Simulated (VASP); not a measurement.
# BaTiO3 in VASP: notebook

The runs below take BaTiO3 through single point, with PBE+U.

All numbers are computed with VASP 6.6.1; they aren't measurements. Logs are shortened: lines on timing, memory, paths and dates and some standing lists are left out, and cuts for length are marked.

**1. The cell of the first run**

The structure is trigonal, space group R3m (No. 160). Conventional cell: a = 5.721 Å, b = 5.721 Å, c = 7.038 Å, α = 90.00°, β = 90.00°, γ = 120.00°. Ba (site symmetry 3m) has 12 O at 2.80 to 2.94 Å and 8 Ti at 3.29 to 3.75 Å within 3.8 Å. Within 2.6 Å of Ti (site symmetry 3m) lie 6 O at 1.98 to 2.08 Å. O (site symmetry m) has 2 Ti at 1.98 to 2.08 Å within 2.6 Å.

**2. Single point, PBE+U (atom 2 (Ti) moved by (+0.000, -0.300) A along y and z)**

File INCAR:

```
SYSTEM = BaTiO3
PREC = Accurate
ENCUT = 520
EDIFF = 1E-6
ISMEAR = 0
SIGMA = 0.05
LREAL = .False.
LASPH = .True.
NELM = 150
ALGO = Normal
ISIF = 2
LWAVE = .False.
LCHARG = .False.
LMAXMIX = 4
LDAU = .True.
LDAUTYPE = 2
LDAUL = -1 2 -1
LDAUU = 0 4 0
LDAUJ = 0 0 0
LDAUPRINT = 1
GGA = PE
NBANDS = 28
```

File KPOINTS:

```
Automatic mesh
0
Gamma
  6 6 6
  0 0 0
```

File POSCAR:

```
BaTiO3
1.0
    2.8603720851      1.6514365933      2.3460535783
   -2.8603720851      1.6514365933      2.3460535783
    0.0000000000     -3.3028731867      2.3460535783
Ba Ti O
1 1 3
Direct
    0.0026800181      0.0026800181      0.0026800181
    0.4701744784      0.4701744784      0.4701744784
    0.4903227049      0.4903227049      0.9825753212
    0.4903227049      0.9825753212      0.4903227049
    0.9825753212      0.4903227049      0.4903227049
```

Potentials or basis: VASP PAW PBE potentials, release 64 (Ba_sv, Ti_sv, O).

Launch:

```
> cat potpaw_PBE.64/Ba_sv/POTCAR potpaw_PBE.64/Ti_sv/POTCAR potpaw_PBE.64/O/POTCAR > POTCAR
> mpirun -np 1 vasp_std > vasp.out
```

OUTCAR:

```text
SYSTEM = BaTiO3
   PREC = Accurate
   ENCUT = 520
   EDIFF = 1E-6
   ISMEAR = 0
   LREAL = .False.
   LASPH = .True.
   NELM = 150
   ISIF = 2
   GGA = PE

 ion  position               nearest neighbor table
   1  0.003  0.003  0.003-   3 2.80   4 2.80   5 2.80   3 2.86   3 2.86   5 2.86   4 2.86   4 2.86
                             5 2.86   3 2.94   4 2.94   5 2.94   2 3.29   2 3.44   2 3.44   2 3.44
   2  0.470  0.470  0.470-   4 1.98   5 1.98   3 1.98   4 2.08   5 2.08   3 2.08   1 3.29   1 3.44
                             1 3.44   1 3.44   1 3.59   1 3.59   1 3.59   1 3.75
   3  0.490  0.490  0.983-   2 1.98   2 2.08   1 2.80   1 2.86   1 2.86   1 2.94
   4  0.490  0.983  0.490-   2 1.98   2 2.08   1 2.80   1 2.86   1 2.86   1 2.94
   5  0.983  0.490  0.490-   2 1.98   2 2.08   1 2.80   1 2.86   1 2.86   1 2.94

  LATTYP: Found a trigonal (rhomboedric) cell.
 ALAT       =     4.0512885208
 COS(alpha) =     0.0030148013

  Lattice vectors:

 A1 = (   2.8603720851,   1.6514365933,   2.3460535783)
 A2 = (  -2.8603720851,   1.6514365933,   2.3460535783)
 A3 = (   0.0000000000,  -3.3028731867,   2.3460535783)

Analysis of symmetry for initial positions (statically):
=====================================================================
 Subroutine PRICEL returns:
 Original cell was already a primitive cell.

 Routine SETGRP: Setting up the symmetry group for a
 trigonal (rhombohedral) supercell.

 Subroutine GETGRP returns: Found  6 space group operations
 (whereof  6 operations were pure point group operations)
 out of a pool of 12 trial point group operations.

The static configuration has the point symmetry C_3v.

Analysis of symmetry for dynamics (positions and initial velocities):
=====================================================================
 Subroutine PRICEL returns:
 Original cell was already a primitive cell.

 Routine SETGRP: Setting up the symmetry group for a
 trigonal (rhombohedral) supercell.

 Subroutine GETGRP returns: Found  6 space group operations
 (whereof  6 operations were pure point group operations)
 out of a pool of 12 trial point group operations.

The dynamic configuration has the point symmetry C_3v.

 Subroutine INISYM returns: Found  6 space group operations
 (whereof  6 operations are pure point group operations),
 and found     1 'primitive' translations

----------------------------------------------------------------------------------------

                                     Primitive cell

  volume of cell :      66.4926

  direct lattice vectors                    reciprocal lattice vectors
     2.860372085  1.651436593  2.346053578     0.174802433  0.100922232  0.142082575
    -2.860372085  1.651436593  2.346053578    -0.174802433  0.100922232  0.142082575
     0.000000000 -3.302873187  2.346053578     0.000000000 -0.201844464  0.142082575

  length of vectors
     4.051288521  4.051288521  4.051288521     0.246837286  0.246837286  0.246837286

  position of ions in fractional coordinates (direct lattice)
     0.002680018  0.002680018  0.002680018
     0.470174478  0.470174478  0.470174478
     0.490322705  0.490322705  0.982575321
     0.490322705  0.982575321  0.490322705
     0.982575321  0.490322705  0.490322705

  ion indices of the primitive-cell ions
   primitive index   ion index
                 1           1
                 2           2
                 3           3
                 4           4
                 5           5

----------------------------------------------------------------------------------------

 KPOINTS: Automatic mesh

Automatic generation of k-mesh.
[... 51 lines left out ...]
   dimension x,y,z NGX =    30 NGY =   30 NGZ =   30
   dimension x,y,z NGXF=    60 NGYF=   60 NGZF=   60
   ions per type =               1   1   3
   NGX,Y,Z   is equivalent  to a cutoff of  12.31, 12.31, 12.31 a.u.
   NGXF,Y,Z  is equivalent  to a cutoff of  24.62, 24.62, 24.62 a.u.
 SYSTEM =  BaTiO3
   PREC   = accura    normal or accurate (medium, high low for compatibility)
   ISTART =      0    job   : 0-new  1-cont  2-samecut
   ICHARG =      2    charge: 1-file 2-atom 10-const
   ISPIN  =      1    spin polarized calculation?
   LNONCOLLINEAR =      F non collinear calculations
   LSORBIT =      F    spin-orbit coupling
   LASPH  =      T    aspherical Exc in radial PAW
   ENCUT  =  520.0 eV  38.22 Ry    6.18 a.u.   7.53  7.53  7.53*2*pi/ulx,y,z
   NELM   =    150;   NELMIN=  2; NELMDL= -5     # of ELM steps
   EDIFF  = 0.1E-05   stopping-criterion for ELM
   LREAL  =      F    real-space projection
   EDIFFG = 0.1E-04   stopping-criterion for IOM
   NSW    =      0    number of steps for IOM
   IBRION =     -1    ionic relax: 0-MD 1-quasi-New 2-CG
   NFREE  =      0    steps in history (QN), initial steepest desc. (CG)
   ISIF   =      2    stress and relaxation
   ISYM   =      2    0-nonsym 1-usesym 2-fastsym
   POTIM  = 0.5000    time-step for ionic-motion
   TEBEG  =    0.0;   TEEND  =   0.0 temperature during run
   PSTRESS=    0.0 pullay stress
   NELECT =      40.0000    total number of electrons
   NUPDOWN=      -1.0000    fix difference up-down
   EMIN   =  10.00;   EMAX   =-10.00  energy-range for DOS
   EFERMI =   0.00;   METHOD = LEGACY
   ISMEAR =     0;   SIGMA  =   0.05  broadening in eV -4-tet -1-fermi 0-gaus
   EFERMI_NEDOS =   21; number of points for ismear=-14 and -15
   IALGO  =     38    algorithm
   IMIX   =      4    mixing-type and parameters
     AMIX     =   0.40;   BMIX     =  1.00
     AMIX_MAG =   1.60;   BMIX_MAG =  1.00
  volume/ion in A,a.u.               =      13.30        89.74
  Fermi-wavevector in a.u.,A,eV,Ry     =   1.381986  2.611575 25.985565  1.909885
  Thomas-Fermi vector in A             =   2.506719
   LORBIT       =      0    0 simple, 1 ext, 2 COOP (PROOUT), +10 PAW based schemes
 LDA+U is selected, type is set to LDAUTYPE =  2
   angular momentum for each species LDAUL =    -1    2   -1
   U (eV)           for each species LDAUU =   0.0  4.0  0.0
   J (eV)           for each species LDAUJ =   0.0  0.0  0.0
   GGA     = PE    functional components
   LHFCALC =     F    Hartree Fock is set to
   AEXX    =    0.0000 exact exchange contribution
   IVDW    =     0    specifies the selected vdW correction
   LEPSILON=     F    determine dielectric tensor
   LRPA    =     F    only Hartree local field effects (RPA)
 non-spin polarized calculation
 Gauss-broadening in eV      SIGMA  =   0.05
  energy-cutoff  :      520.00
  volume of cell :       66.49
 maximum number of plane-waves:      1812
   NGX = 15   NGY = 15   NGZ = 15

atom =   2  type =  2  l = 2

 onsite density matrix

spin component  1

  0.1488  0.0000 -0.0000  0.0601 -0.0000
  0.0000  0.1869  0.0000  0.0000  0.0601
 -0.0000  0.0000  0.1047 -0.0000  0.0000
  0.0601  0.0000 -0.0000  0.1869 -0.0000
 -0.0000  0.0601  0.0000 -0.0000  0.1488

spin component  2

  0.1488  0.0000 -0.0000  0.0601 -0.0000
  0.0000  0.1869  0.0000  0.0000  0.0601
 -0.0000  0.0000  0.1047 -0.0000  0.0000
  0.0601  0.0000 -0.0000  0.1869 -0.0000
 -0.0000  0.0601  0.0000 -0.0000  0.1488

 occupancies and eigenvectors

  o =  0.1047  v =  0.0000 -0.0000 -1.0000  0.0000  0.0000  0.0000  0.0000  0.0000  0.0000  0.0000      0.0000  0.0000  0.0000  0.0000  0.0000  0.0000  0.0000  0.0000  0.0000  0.0000
  o =  0.1047  v =  0.0000  0.0000  0.0000  0.0000  0.0000  0.0000 -0.0000 -1.0000  0.0000  0.0000      0.0000  0.0000  0.0000  0.0000  0.0000  0.0000  0.0000  0.0000  0.0000  0.0000
  o =  0.1048  v =  0.0000  0.5905 -0.0000  0.0000 -0.8071  0.0000  0.0000  0.0000  0.0000  0.0000      0.0000  0.0000  0.0000  0.0000  0.0000  0.0000  0.0000  0.0000  0.0000  0.0000
  o =  0.1048  v =  0.0000  0.0000  0.0000  0.0000  0.0000  0.0000  0.5905 -0.0000  0.0000 -0.8071      0.0000  0.0000  0.0000  0.0000  0.0000  0.0000  0.0000  0.0000  0.0000  0.0000
  o =  0.1048  v =  0.0000  0.0000  0.0000  0.0000  0.0000 -0.8071  0.0000 -0.0000  0.5905 -0.0000      0.0000  0.0000  0.0000  0.0000  0.0000  0.0000  0.0000  0.0000  0.0000  0.0000
  o =  0.1048  v = -0.8071  0.0000 -0.0000  0.5905 -0.0000  0.0000  0.0000  0.0000  0.0000  0.0000      0.0000  0.0000  0.0000  0.0000  0.0000  0.0000  0.0000  0.0000  0.0000  0.0000
  o =  0.2309  v = -0.5905  0.0000  0.0000 -0.8071  0.0000  0.0000  0.0000  0.0000  0.0000  0.0000      0.0000  0.0000  0.0000  0.0000  0.0000  0.0000  0.0000  0.0000  0.0000  0.0000
  o =  0.2309  v =  0.0000  0.0000  0.0000  0.0000  0.0000 -0.5905  0.0000  0.0000 -0.8071  0.0000      0.0000  0.0000  0.0000  0.0000  0.0000  0.0000  0.0000  0.0000  0.0000  0.0000
  o =  0.2309  v =  0.0000 -0.8071 -0.0000  0.0000 -0.5905  0.0000  0.0000  0.0000  0.0000  0.0000      0.0000  0.0000  0.0000  0.0000  0.0000  0.0000  0.0000  0.0000  0.0000  0.0000
  o =  0.2309  v =  0.0000  0.0000  0.0000  0.0000  0.0000  0.0000 -0.8071 -0.0000  0.0000 -0.5905      0.0000  0.0000  0.0000  0.0000  0.0000  0.0000  0.0000  0.0000  0.0000  0.0000

 number of electron      40.0000009 magnetization

 Free energy of the ion-electron system (eV)
  ---------------------------------------------------
  ext. energy  EPLUGINS =         0.00000000
  ---------------------------------------------------
  free energy    TOTEN  =       -37.21890228 eV

  energy without entropy =      -37.21890228  energy(sigma->0) =      -37.21890228

 E-fermi :   4.0570     XC(G=0): -11.0735

 val. band max:        3.6828019471   @ k =   0.5000   0.5000   0.5000
 cond. band min:       5.9304583797   @ k =   0.0000   0.0000   0.0000
 fundamental gap:      2.2476564327
 Fermi energy:         4.0569646582

 k-point     1 :       0.0000    0.0000    0.0000
  band No.  band energies     occupation
      1     -54.1688      2.00000
      2     -30.3223      2.00000
      3     -30.3156      2.00000
      4     -30.3156      2.00000
      5     -21.2306      2.00000
      6     -13.1741      2.00000
[... 733 lines left out ...]
     27      11.6333      0.00000
     28      12.0706      0.00000

 [... further k-points ...]
[... 5 lines left out ...]
  --------------------------------------------------------------------------------------
  -------------------------------------------------------------------------------------
  Total        0.4581507      0.4581507      0.8009738      0.0000000     -0.0000000      0.0000000
  in kB       11.0393963     11.0393963     19.2999103      0.0000000     -0.0000000      0.0000000
  external PRESSURE =      13.7929009 kB  Pullay stress =       0.0000000 kB

 VOLUME and BASIS-vectors are now :
 -----------------------------------------------------------------------------
  energy-cutoff  :      520.00
  volume of cell :       66.49
      direct lattice vectors                 reciprocal lattice vectors
     2.860372085  1.651436593  2.346053578     0.174802433  0.100922232  0.142082575
    -2.860372085  1.651436593  2.346053578    -0.174802433  0.100922232  0.142082575
     0.000000000 -3.302873187  2.346053578     0.000000000 -0.201844464  0.142082575

 POSITION                                       TOTAL-FORCE (eV/Angst)
 -----------------------------------------------------------------------------------
      0.00000     -0.00000      0.01886         0.000000      0.000000     -1.056582
      0.00000     -0.00000      3.30916         0.000000     -0.000000      0.931491
      0.00000     -1.62585      4.60582         0.000000     -0.510502      0.041697
     -1.40803      0.81292      4.60582        -0.442108      0.255251      0.041697
      1.40803      0.81292      4.60582         0.442108      0.255251      0.041697
 -----------------------------------------------------------------------------------
    total drift:                               -0.000000     -0.000005     -0.000103

  FREE ENERGIE OF THE ION-ELECTRON SYSTEM (eV)
  ---------------------------------------------------
  free  energy   TOTEN  =       -37.2189022757 eV

  energy  without entropy=      -37.2189022757  energy(sigma->0) =      -37.21890228
```

Wall time 2 min (1 thread of Intel Xeon 8259CL, shared host); peak memory 0.21 GiB.

Results:

```yaml
Free_energy: -37.2189 eV
Pressure: 1.4 GPa
Largest_force: 1.057 eV/Å
Band_gap_on_the_k_mesh: 2.25 eV (least direct gap 2.52 eV)
```

Forces on the atoms (eV/Å):
```
Ba   0.000  0.000 -1.057
Ti   0.000  0.000  0.931
O    0.000 -0.511  0.042
O   -0.442  0.255  0.042
O    0.442  0.255  0.042
```

Eigenvalues of the final occupation matrices:
| site | spin | trace | eigenvalues |
| --- | --- | --- | --- |
| site 2 d | 1 | 0.78 | 0.10 0.10 0.10 0.23 0.23 |
| site 2 d | 2 | 0.78 | 0.10 0.10 0.10 0.23 0.23 |

Caveat: the cell differs from its parent crystal (atom 2 (Ti) moved by (+0.000, -0.300) A along y and z); spin-orbit coupling is left out, which moves the levels of the heavy elements; forces of over 1 eV/Å act on the atoms, so gaps and moduli don't describe the material at rest. A k mesh can miss the band edges.

**3. Single point, PBE+U (atom 2 (Ti) moved by (+0.000, +0.300) A along y and z)**

File INCAR:

```
SYSTEM = BaTiO3
PREC = Accurate ; ENCUT = 520
EDIFF = 1E-6 ; ISMEAR = 0
SIGMA = 0.05 ; LREAL = .False.
LASPH = .True. ; NELM = 150
ALGO = Normal ; ISIF = 2
LWAVE = .False. ; LCHARG = .False.
LMAXMIX = 4 ; LDAU = .True.
LDAUTYPE = 2 ; LDAUL = -1 2 -1
LDAUU = 0 4 0 ; LDAUJ = 0 0 0
LDAUPRINT = 1 ; GGA = PE
NBANDS = 28
```

KPOINTS is that of step 2.

POSCAR, as its differences from that of step 2:

```diff
@@ -9,3 +9,3 @@
     0.0026800181      0.0026800181      0.0026800181
-    0.4701744784      0.4701744784      0.4701744784
+    0.5554240234      0.5554240234      0.5554240234
     0.4903227049      0.4903227049      0.9825753212
```

Potentials or basis: VASP PAW PBE potentials, release 64 (Ba_sv, Ti_sv, O).

Launch:

```
> cat potpaw_PBE.64/Ba_sv/POTCAR potpaw_PBE.64/Ti_sv/POTCAR potpaw_PBE.64/O/POTCAR > POTCAR
> mpirun -np 1 vasp_std > vasp.out
```

Wall time 80 s (1 thread of Intel Xeon 8259CL, shared host); peak memory 0.21 GiB.

The run converged. Its results:

```
Free energy            : -36.4706 eV
Pressure               : 15.2 GPa
Largest force          : 5.488 eV/Å
Band gap on the k mesh : 3.94 eV (least direct gap 4.39 eV)
```

Forces in eV/Å, atoms in the order of the input:
```
Ba   0.000  0.000  1.095
Ti   0.000  0.000 -5.488
O    0.000 -1.809  1.464
O   -1.567  0.905  1.464
O    1.567  0.905  1.464
```

Stress tensor (GPa, compression positive):
```
15.97  0.00  0.00
 0.00 15.97  0.00
 0.00  0.00 13.67
```

Levels at points of the mesh, in eV from the valence-band top:
```
           k point  band 16  band 17  band 18  band 19  band 20  band 21  band 22  band 23  band 24  band 25
(0.00, 0.00, 0.00)    -1.57    -1.02    -1.02    -0.99    -0.84     4.23     4.23     4.38     5.08     5.08
(0.50, 0.00, 0.00)    -1.79    -1.73    -1.42    -1.34    -0.89     4.52     4.66     5.28     5.74     6.34
(0.50, 0.50, 0.00)    -2.48    -1.38    -1.09    -0.81    -0.11     4.61     5.05     5.35     5.70     7.53
(0.50, 0.50, 0.50)    -2.19    -1.84    -0.06    -0.06     0.00     4.39     5.41     5.41     6.17     6.17
```

Eigenvalues of the final occupation matrices:
```
    site  spin  trace               eigenvalues
site 2 d     1   0.96  0.13 0.13 0.14 0.28 0.28
site 2 d     2   0.96  0.13 0.13 0.14 0.28 0.28
```

Caveat: the cell differs from its parent crystal (atom 2 (Ti) moved by (+0.000, +0.300) A along y and z); the cell stands under pressure; spin-orbit coupling is left out, which moves the levels of the heavy elements; forces of over 1 eV/Å act on the atoms, so gaps and moduli don't describe the material at rest. A k mesh can miss the band edges.

[end of part 1 of 2]
